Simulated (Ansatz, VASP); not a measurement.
Two plane-wave programs on C

File INCAR:

```
SYSTEM = C
PREC = Accurate ; ENCUT = 520
EDIFF = 1E-6 ; ISMEAR = 0
SIGMA = 0.05 ; LREAL = .FALSE.
LASPH = .TRUE. ; NELM = 100
ALGO = Normal ; ISIF = 2
LWAVE = .FALSE. ; LCHARG = .TRUE.
GGA = PE ; IVDW = 12
LELF = .TRUE. ; LVHAR = .TRUE.
NBANDS = 11
```

The input KPOINTS:

```
Automatic mesh
0
G
  15 15 15
  0 0 0
```

Contents of POSCAR:

```
C
1.0
    1.2427105179      0.7174792520      3.3888323960
   -1.2427105179      0.7174792520      3.3888323960
    0.0000000000     -1.4349585041      3.3888323960
C
2
Direct
    0.1628268272      0.1628268272      0.1628268272
    0.8371731728      0.8371731728      0.8371731728
```

Input for Ansatz:

```yaml
crystal:
  lattice:
    - [1.2427105179, 0.717479252, 3.388832396]
    - [-1.2427105179, 0.717479252, 3.388832396]
    - [0.0, -1.4349585041, 3.388832396]
  atoms:
    - { symbol: C, position: [0.1628268272, 0.1628268272, 0.1628268272] }
    - { symbol: C, position: [0.8371731728, 0.8371731728, 0.8371731728] }
basis:
  ecutwfc: 520.0
kpoints:
  mp_grid: { grid: [15, 15, 15] }
hamiltonian:
  xc: pbe
  pseudopotentials: { kind: paw, azcp: { folder: soft_1 } }
  dispersion: d3bj
scf:
  occupations: { method: gaussian, width: 0.05 }
output:
  forces: true
  stress: true
  eigenvalues: true
```

Change from the starting cell: mode 4 frozen in at -0.038 Å, equal normal strain along x, y and z +0.0083.

Alike in both runs: task single point; functional PBE; dispersion D3(BJ); k mesh 15 × 15 × 15; occupations gaussian, width 0.05 eV; no spin polarisation.

|  | VASP | Ansatz |
| --- | --- | --- |
| version | VASP 6.6.1 | Ansatz 0.2.0 |
| potentials or method | VASP PAW PBE potentials, release 64 (C), cutoff 520 eV | scalar-relativistic, plane waves, PAW |
| valence electrons in the cell | 8 | 8 |

VASP gave:

```
gap on the k mesh at the Fermi level (eV)                     : 0.75
least direct gap on the mesh (eV)                             : 0.75
pressure (GPa)                                                : -6.8
traceless stress, the component that is largest in VASP (GPa) : 5.48
rms of the force components (eV/Å)                            : 0.733
```

Problem. Estimate Ansatz's values.

Solution. gap on the k mesh at the Fermi level (eV): 0.75; least direct gap on the mesh (eV): 0.75; pressure (GPa): -7.3; traceless stress, the component that is largest in VASP (GPa): 5.98; rms of the force components (eV/Å): 0.736.

Atom by atom the forces differ by 0.003 eV/Å (rms over components).
